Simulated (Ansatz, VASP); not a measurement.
## One calculation of BaZrO2, two programs

The input INCAR:

```
  PREC = Accurate
  ENCUT = 600
  EDIFF = 1E-6
  ISMEAR = 0
  SIGMA = 0.1
  LREAL = False
  LASPH = True
  NELM = 60
  ALGO = Normal
  ISIF = 3
  LWAVE = False
  LCHARG = False
  GGA = PE
  IBRION = 2
  NSW = 90
  EDIFFG = -0.04
```

The input KPOINTS:

```
Automatic mesh
0
Gamma
  6 6 6
```

The input POSCAR:

```
BaZrO2
1.0
    2.0991170200      1.2119257800      5.2785714200
   -2.0991170200      1.2119257800      5.2785714200
    0.0000000000     -2.4238515600      5.2785714200
Ba Zr O
1 1 2
Direct
    0.5000000000      0.5000000000      0.5000000000
    0.0000000000      0.0000000000      0.0000000000
    0.1491460800      0.1491460800      0.1491460800
    0.8508539200      0.8508539200      0.8508539200
```

Input for Ansatz:

```yaml
crystal:
  lattice:
    - [2.09911702, 1.21192578, 5.27857142]
    - [-2.09911702, 1.21192578, 5.27857142]
    - [0.0, -2.42385156, 5.27857142]
  atoms:
    - { symbol: Ba, position: [0.5, 0.5, 0.5] }
    - { symbol: Zr, position: [0.0, 0.0, 0.0] }
    - { symbol: O, position: [0.14914608, 0.14914608, 0.14914608] }
    - { symbol: O, position: [0.85085392, 0.85085392, 0.85085392] }
basis:
  ecutwfc: 420
kpoints:
  mp_grid: { grid: [6, 6, 6] }
hamiltonian:
  xc: pbe
scf:
  occupations: { method: gaussian, width: 0.1 }
  lower_state_search: "off"
output:
  forces: true
  stress: true
  eigenvalues: true
relax:
  adjacent_minimum: "off"
  f_tol: 0.04
  max_steps: 70
  cell: { stress_tol: 0.4 }
```

Alike in both runs: task relaxation of cell and atoms; functional PBE; k mesh 6 × 6 × 6; occupations gaussian, width 0.1 eV; no spin polarisation.

|  | VASP | Ansatz |
| --- | --- | --- |
| version | VASP 6.6.1 | Ansatz 0.2.0 |
| potentials or method | VASP PAW PBE potentials, release 64 (Ba_sv, Zr_sv, O), cutoff 600 eV | scalar-relativistic, plane waves, PAW |
| valence electrons in the cell | 34 | 34 |

```csv
,VASP,Ansatz,Ansatz less VASP
"gap on the k mesh at the Fermi level, each at its own relaxed structure (eV)",none,none,-
relaxed volume (Å³/atom),22.91,22.57,-0.334
relaxed length of the cell vector where the two differ most in proportion (Å),7.129,7.168,+0.0390
```

A gap of «none» marks a metal or a gap that the smearing closes.

Neither program's run includes spin-orbit coupling.
